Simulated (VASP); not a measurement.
# Si11O24 (a cell with a defect) in VASP: single point with PBE

Aim: the single point of Si11O24 (a cell with a defect) with PBE.

All numbers are computed with VASP 6.6.1; they aren't measurements. Logs are shortened: lines on timing, memory, paths and dates and some standing lists are left out, and cuts for length are marked.

### 1 The cell of the first run

The cell holds a defect, 35 atoms: a = 8.939 Å, b = 8.939 Å, c = 8.939 Å, α = 90.00°, β = 90.00°, γ = 90.00°.

### 2 Single point, PBE

Input file INCAR:

```
SYSTEM = Si11O24
PREC = Accurate
ENCUT = 520
EDIFF = 1E-7
ISMEAR = -1
SIGMA = 0.05
LREAL = Auto
LASPH = .TRUE.
NELM = 100
ALGO = Normal
ISIF = 2
LWAVE = .FALSE.
LCHARG = .FALSE.
GGA = PE
NBANDS = 117
```

Input file KPOINTS:

```
regular mesh
0
G
  2 2 2
  0 0 0
```

Input file POSCAR:

```
Si11O24
1.0
    8.9392390000      0.0000000000      0.0000000000
    0.0000000000      8.9392390000      0.0000000000
    0.0000000000      0.0000000000      8.9392390000
Si O
11 24
Direct
    0.2456837769      0.4714966229     -0.0257666229
    0.2478388820      0.0090575943      0.5011343807
    0.0077129608      0.4889807734      0.2322289403
    0.5244021331      0.2613283972      0.0036965115
   -0.0365616134      0.2444644337      0.4876747338
    0.7492023650     -0.0321274551      0.4983312338
    0.7494910920      0.5379832668     -0.0112913415
   -0.0112044213      0.5071721430      0.7312992750
    0.5364831391     -0.0015009108      0.7719936787
    0.0374605713      0.7455629053      0.4769045777
    0.4655207227      0.7504177928      0.0127332987
    0.1287821033      0.4654167989      0.8359546042
    0.1084859684      0.1289181327      0.5028130471
    0.1996454061      0.8439887333      0.4659790392
    0.4124363383      0.0886452415      0.5035263069
    0.1547645163      0.4529646204      0.1315249542
    0.5644092299      0.1450494835      0.8683221245
   -0.0202983722      0.3423266790      0.3382068653
    0.8148331195      0.1406884859      0.4794747070
    0.4182164723      0.8390710887      0.1619698276
    0.5130562009      0.1916109414      0.1681993288
    0.3623527685      0.3342731971     -0.0482876674
    0.8656241320      0.5245788819      0.1278970167
    0.6077138110     -0.0873914435      0.3942078291
    0.6336979020      0.6746129061      0.0224929661
    0.6551026323      0.3854489180     -0.0220894642
    0.8447541228      0.5603812584      0.8329921596
    0.6792563662     -0.0439985999      0.6720267799
    0.0389297120      0.6377207277      0.3301476781
    0.4712662901      0.8566155352      0.8646692409
    0.3366883915      0.6282696995     -0.0284818428
   -0.0530797980      0.3629481212      0.6259898633
    0.0407860222      0.6487441493      0.6284521535
    0.8968095606      0.8618068048      0.4798728393
    0.3669198239      0.0357660199      0.6632548923
```

Potentials or basis: VASP PAW PBE potentials, release 64 (Si, O).

Command:

```sh
$ cat potpaw_PBE.64/Si/POTCAR potpaw_PBE.64/O/POTCAR > POTCAR
$ mpirun -np 1 vasp_std > vasp.out
```

OUTCAR:

```text
SYSTEM = Si11O24
   PREC = Accurate
   ENCUT = 520
   EDIFF = 1E-7
   ISMEAR = -1
   LREAL = Auto
   LASPH = .TRUE.
   NELM = 100
   ISIF = 2
   GGA = PE

 ion  position               nearest neighbor table
   1  0.246  0.471  0.974-  12 1.62  31 1.62  22 1.62  16 1.63   4 3.13   3 3.14
   2  0.248  0.009  0.501-  14 1.57  15 1.63  13 1.64  35 1.81  10 3.02
   3  0.008  0.489  0.232-  23 1.61  29 1.62  16 1.63  18 1.64   1 3.14
   4  0.524  0.261  0.004-  21 1.60  26 1.63  17 1.63  22 1.66   1 3.13   9 3.13
   5  0.963  0.244  0.488-  18 1.60  19 1.62  32 1.63  13 1.66   6 3.13
   6  0.749  0.968  0.498-  34 1.63  24 1.65  19 1.66  28 1.68   9 3.11   5 3.13
   7  0.749  0.538  0.989-  26 1.61  23 1.62  25 1.63  27 1.64
   8  0.989  0.507  0.731-  12 1.61  33 1.63  32 1.64  27 1.65  10 3.15
   9  0.536  0.998  0.772-  17 1.59  28 1.60  30 1.62  35 1.83   6 3.11   4 3.13
  10  0.037  0.746  0.477-  33 1.61  29 1.63  34 1.63  14 1.70   2 3.02   8 3.15
  11  0.466  0.750  0.013-  20 1.61  31 1.63  30 1.63  25 1.65
  12  0.129  0.465  0.836-   8 1.61   1 1.62
  13  0.108  0.129  0.503-   2 1.64   5 1.66
  14  0.200  0.844  0.466-   2 1.57  10 1.70
  15  0.412  0.089  0.504-  35 1.56   2 1.63
  16  0.155  0.453  0.132-   3 1.63   1 1.63
  17  0.564  0.145  0.868-   9 1.59   4 1.63
  18  0.980  0.342  0.338-   5 1.60   3 1.64
  19  0.815  0.141  0.479-   5 1.62   6 1.66
  20  0.418  0.839  0.162-  11 1.61
  21  0.513  0.192  0.168-   4 1.60
  22  0.362  0.334  0.952-   1 1.62   4 1.66
  23  0.866  0.525  0.128-   3 1.61   7 1.62
  24  0.608  0.913  0.394-   6 1.65
  25  0.634  0.675  0.022-   7 1.63  11 1.65
  26  0.655  0.385  0.978-   7 1.61   4 1.63
  27  0.845  0.560  0.833-   7 1.64   8 1.65
  28  0.679  0.956  0.672-   9 1.60   6 1.68
  29  0.039  0.638  0.330-   3 1.62  10 1.63
  30  0.471  0.857  0.865-   9 1.62  11 1.63
  31  0.337  0.628  0.972-   1 1.62  11 1.63
  32  0.947  0.363  0.626-   5 1.63   8 1.64
  33  0.041  0.649  0.628-  10 1.61   8 1.63
  34  0.897  0.862  0.480-  10 1.63   6 1.63
  35  0.367  0.036  0.663-  15 1.56   2 1.81   9 1.83

  LATTYP: Found a simple cubic cell.
 ALAT       =     8.9392390000

  Lattice vectors:

 A1 = (   8.9392390000,   0.0000000000,   0.0000000000)
 A2 = (   0.0000000000,   8.9392390000,   0.0000000000)
 A3 = (   0.0000000000,   0.0000000000,   8.9392390000)

Analysis of symmetry for initial positions (statically):
=====================================================================
 Subroutine PRICEL returns:
 Original cell was already a primitive cell.

 Routine SETGRP: Setting up the symmetry group for a
 simple cubic supercell.

 Subroutine GETGRP returns: Found  1 space group operations
 (whereof  1 operations were pure point group operations)
 out of a pool of 48 trial point group operations.

The static configuration has the point symmetry C_1 .

Analysis of symmetry for dynamics (positions and initial velocities):
=====================================================================
 Subroutine PRICEL returns:
 Original cell was already a primitive cell.

 Routine SETGRP: Setting up the symmetry group for a
 simple cubic supercell.

 Subroutine GETGRP returns: Found  1 space group operations
 (whereof  1 operations were pure point group operations)
 out of a pool of 48 trial point group operations.

The dynamic configuration has the point symmetry C_1 .

 Subroutine INISYM returns: Found  1 space group operations
 (whereof  1 operations are pure point group operations),
 and found     1 'primitive' translations

----------------------------------------------------------------------------------------

                                     Primitive cell

  volume of cell :     714.3345

  direct lattice vectors                    reciprocal lattice vectors
     8.939239000  0.000000000  0.000000000     0.111866346  0.000000000  0.000000000
     0.000000000  8.939239000  0.000000000     0.000000000  0.111866346  0.000000000
     0.000000000  0.000000000  8.939239000     0.000000000  0.000000000  0.111866346

  length of vectors
     8.939239000  8.939239000  8.939239000     0.111866346  0.111866346  0.111866346

  position of ions in fractional coordinates (direct lattice)
     0.245683777  0.471496623  0.974233377
     0.247838882  0.009057594  0.501134381
     0.007712961  0.488980773  0.232228940
     0.524402133  0.261328397  0.003696512
     0.963438387  0.244464434  0.487674734
     0.749202365  0.967872545  0.498331234
[... 27 lines left out ...]
     0.896809561  0.861806805  0.479872839
     0.366919824  0.035766020  0.663254892

  ion indices of the primitive-cell ions
   primitive index   ion index
                 1           1
                 2           2
                 3           3
                 4           4
                 5           5
                 6           6
[... 27 lines left out ...]
                34          34
                35          35

----------------------------------------------------------------------------------------

 KPOINTS: regular mesh

Automatic generation of k-mesh.
 Grid dimensions read from file:
 generate k-points for:    2    2    2

 Generating k-lattice:

  Cartesian coordinates                     Fractional coordinates (reciprocal lattice)
     0.055933173  0.000000000  0.000000000     0.500000000  0.000000000  0.000000000
     0.000000000  0.055933173  0.000000000     0.000000000  0.500000000  0.000000000
     0.000000000  0.000000000  0.055933173     0.000000000  0.000000000  0.500000000

  Length of vectors
     0.055933173  0.055933173  0.055933173

  Shift w.r.t. Gamma in fractional coordinates (k-lattice)
     0.000000000  0.000000000  0.000000000

 Subroutine IBZKPT returns following result:
 ===========================================

 Found      8 irreducible k-points:

 Following reciprocal coordinates:
            Coordinates               Weight
  0.000000  0.000000  0.000000      1.000000
  0.500000  0.000000  0.000000      1.000000
  0.000000  0.500000  0.000000      1.000000
  0.000000  0.000000  0.500000      1.000000
  0.500000  0.500000  0.000000      1.000000
  0.000000  0.500000  0.500000      1.000000
  0.500000  0.000000  0.500000      1.000000
  0.500000  0.500000  0.500000      1.000000
   k-points           NKPTS =      8   k-points in BZ     NKDIM =      8   number of bands    NBANDS=    117
   number of dos      NEDOS =    301   number of ions     NIONS =     35
   total plane-waves  NPLWV = 343000
   dimension x,y,z NGX =    70 NGY =   70 NGZ =   70
   dimension x,y,z NGXF=   140 NGYF=  140 NGZF=  140
   ions per type =              11  24
   NGX,Y,Z   is equivalent  to a cutoff of  13.02, 13.02, 13.02 a.u.
   NGXF,Y,Z  is equivalent  to a cutoff of  26.04, 26.04, 26.04 a.u.
 SYSTEM =  Si11O24
   PREC   = accura    normal or accurate (medium, high low for compatibility)
   ISTART =      0    job   : 0-new  1-cont  2-samecut
   ICHARG =      2    charge: 1-file 2-atom 10-const
   ISPIN  =      1    spin polarized calculation?
   LNONCOLLINEAR =      F non collinear calculations
   LSORBIT =      F    spin-orbit coupling
   LASPH  =      T    aspherical Exc in radial PAW
   ENCUT  =  520.0 eV  38.22 Ry    6.18 a.u.  16.62 16.62 16.62*2*pi/ulx,y,z
   NELM   =    100;   NELMIN=  2; NELMDL= -5     # of ELM steps
   EDIFF  = 0.1E-06   stopping-criterion for ELM
   LREAL  =      T    real-space projection
   EDIFFG = 0.1E-05   stopping-criterion for IOM
   NSW    =      0    number of steps for IOM
   IBRION =     -1    ionic relax: 0-MD 1-quasi-New 2-CG
   NFREE  =      0    steps in history (QN), initial steepest desc. (CG)
   ISIF   =      2    stress and relaxation
   ISYM   =      2    0-nonsym 1-usesym 2-fastsym
   POTIM  = 0.5000    time-step for ionic-motion
   TEBEG  =    0.0;   TEEND  =   0.0 temperature during run
   PSTRESS=    0.0 pullay stress
   NELECT =     188.0000    total number of electrons
   NUPDOWN=      -1.0000    fix difference up-down
   EMIN   =  10.00;   EMAX   =-10.00  energy-range for DOS
   EFERMI =   0.00;   METHOD = LEGACY
   ISMEAR =    -1;   SIGMA  =   0.05  broadening in eV -4-tet -1-fermi 0-gaus
   EFERMI_NEDOS =   21; number of points for ismear=-14 and -15
   IALGO  =     38    algorithm
   IMIX   =      4    mixing-type and parameters
     AMIX     =   0.40;   BMIX     =  1.00
     AMIX_MAG =   1.60;   BMIX_MAG =  1.00
  volume/ion in A,a.u.               =      20.41       137.73
  Fermi-wavevector in a.u.,A,eV,Ry     =   1.049124  1.982557 14.975410  1.100662
  Thomas-Fermi vector in A             =   2.184074
   LORBIT       =      0    0 simple, 1 ext, 2 COOP (PROOUT), +10 PAW based schemes
   GGA     = PE    functional components
   LHFCALC =     F    Hartree Fock is set to
   AEXX    =    0.0000 exact exchange contribution
   IVDW    =     0    specifies the selected vdW correction
   LEPSILON=     F    determine dielectric tensor
   LRPA    =     F    only Hartree local field effects (RPA)
 non-spin polarized calculation
  energy-cutoff  :      520.00
  volume of cell :      714.33
 maximum number of plane-waves:     19309
 NGX is ok and might be reduce to    70
   NGX = 33   NGY = 33   NGZ = 33

 number of electron     188.0000023 magnetization

 Free energy of the ion-electron system (eV)
  ---------------------------------------------------
  ext. energy  EPLUGINS =         0.00000000
  ---------------------------------------------------
  free energy    TOTEN  =      -260.61548277 eV

  energy without entropy =     -260.42610993  energy(sigma->0) =     -260.52079635

 E-fermi :  -1.3194     XC(G=0):  -6.6228

 val. band max:       -1.3300579668   @ k =   0.5000   0.0000   0.0000
 cond. band min:      -1.3160467062   @ k =   0.5000   0.5000   0.5000
 fundamental gap:      0.0140112607
 Fermi energy:        -1.3193802181

 k-point     1 :       0.0000    0.0000    0.0000
  band No.  band energies     occupation
      1     -24.5454      2.00000
      2     -21.8719      2.00000
      3     -21.3862      2.00000
      4     -21.1439      2.00000
      5     -21.0764      2.00000
      6     -20.8818      2.00000
[... 861 lines left out ...]
    105       5.6460      0.00000
    106       6.1317      0.00000
 [bands above 106 left out]

------------------------ aborting loop because EDIFF is reached ----------------------------------------

  FORCE on cell =-STRESS in cart. coord.  units (eV):
  Direction    XX          YY          ZZ          XY          YZ          ZX
  --------------------------------------------------------------------------------------
  -------------------------------------------------------------------------------------
  Total      -10.6391899     -3.3201196     -1.3606955      2.9513512     -1.7266979      1.5904688
  in kB      -23.8625856     -7.4466796     -3.0518970      6.6195707     -3.8728020      3.5672546
  external PRESSURE =     -11.4537207 kB  Pullay stress =       0.0000000 kB

 VOLUME and BASIS-vectors are now :
 -----------------------------------------------------------------------------
  energy-cutoff  :      520.00
  volume of cell :      714.33
      direct lattice vectors                 reciprocal lattice vectors
     8.939239000  0.000000000  0.000000000     0.111866346  0.000000000  0.000000000
     0.000000000  8.939239000  0.000000000     0.000000000  0.111866346  0.000000000
     0.000000000  0.000000000  8.939239000     0.000000000  0.000000000  0.111866346

 POSITION                                       TOTAL-FORCE (eV/Angst)
 -----------------------------------------------------------------------------------
      2.19623      4.21482      8.70890         0.248716     -0.185564      0.343896
      2.21549      0.08097      4.47976        -1.580059      1.856948      0.867061
      0.06895      4.37112      2.07595         0.222823     -0.476738     -0.258742
      4.68776      2.33608      0.03304        -0.454157      0.548646      0.079085
      8.61241      2.18533      4.35944        -0.484775     -0.032214      0.244490
      6.69730      8.65204      4.45470        -0.955545      0.140508     -0.743893
[... 27 lines left out ...]
      8.01679      7.70390      4.28970         0.820171     -0.685526      0.087171
      3.27998      0.31972      5.92899         0.143977     -0.335345      0.287147
 -----------------------------------------------------------------------------------
    total drift:                                0.012334      0.020932      0.002253

  FREE ENERGIE OF THE ION-ELECTRON SYSTEM (eV)
  ---------------------------------------------------
  free  energy   TOTEN  =      -260.6154827724 eV

  energy  without entropy=     -260.4261099319  energy(sigma->0) =     -260.52079635
```

Wall time 36 min (1 thread of AMD EPYC 9755, shared host); peak memory 0.85 GiB.

Results:

```
Free energy            : -260.6155 eV
Pressure               : -1.1 GPa
Largest force          : 2.588 eV/Å
Band gap on the k mesh : zero (filled and empty bands touch)
```

Forces in eV/Å, atoms in the order of the input:
```
Si   0.249 -0.186  0.344
Si  -1.580  1.857  0.867
Si   0.223 -0.477 -0.259
Si  -0.454  0.549  0.079
Si  -0.485 -0.032  0.244
Si  -0.956  0.141 -0.744
Si  -0.148  0.129  0.202
Si  -0.555 -0.028  0.209
Si  -0.651 -1.038  0.617
Si  -0.360  0.051 -0.727
Si   0.510 -0.271  0.502
O    0.066 -0.147  0.041
O    1.307 -0.703  0.092
O   -0.571 -0.696  0.110
O    0.700  0.540 -0.808
O    0.037  0.030 -0.098
O    0.000 -0.649 -0.548
O    0.158  0.404 -0.646
O   -0.157 -0.380  0.132
O   -0.073  0.140  0.152
O    0.054 -0.106  0.071
O   -0.038  0.022  0.114
O   -0.132  0.005 -0.071
O    1.076  0.327  0.434
O    0.072 -0.057 -0.251
O    0.018 -0.157  0.090
O    0.232 -0.137 -0.248
O    0.037  0.199 -0.305
O    0.064  0.765  0.897
O    0.239  1.195 -1.128
O   -0.147 -0.207 -0.061
O    0.275 -0.100  0.296
O    0.028  0.040  0.028
O    0.820 -0.686  0.087
O    0.144 -0.335  0.287
```

Stress tensor (GPa, compression positive):
```
-2.39  0.66  0.36
 0.66 -0.74 -0.39
 0.36 -0.39 -0.31
```

Levels at points of the mesh, in eV from the Fermi level:
| k point | band 91 | band 92 | band 93 | band 94 | band 95 | band 96 | band 97 | band 98 |
| --- | --- | --- | --- | --- | --- | --- | --- | --- |
| (0.00, 0.00, 0.00) | -0.33 | -0.15 | -0.07 | -0.03 | -0.01 | 1.70 | 3.63 | 5.03 |
| (0.50, 0.00, 0.00) | -0.34 | -0.13 | -0.07 | -0.02 | -0.01 | 1.70 | 3.82 | 5.10 |
| (0.00, 0.50, 0.00) | -0.26 | -0.20 | -0.11 | -0.05 | 0.02 | 1.70 | 3.81 | 5.15 |
| (0.00, 0.00, 0.50) | -0.32 | -0.14 | -0.09 | -0.03 | -0.02 | 1.69 | 3.76 | 5.00 |
| (0.50, 0.50, 0.00) | -0.27 | -0.21 | -0.10 | -0.04 | 0.02 | 1.70 | 3.93 | 5.23 |
| (0.00, 0.50, 0.50) | -0.27 | -0.19 | -0.09 | -0.06 | 0.01 | 1.70 | 3.86 | 5.10 |
| (0.50, 0.00, 0.50) | -0.34 | -0.13 | -0.09 | -0.03 | -0.02 | 1.70 | 3.88 | 5.11 |
| (0.50, 0.50, 0.50) | -0.27 | -0.20 | -0.07 | -0.06 | 0.00 | 1.70 | 3.97 | 5.19 |
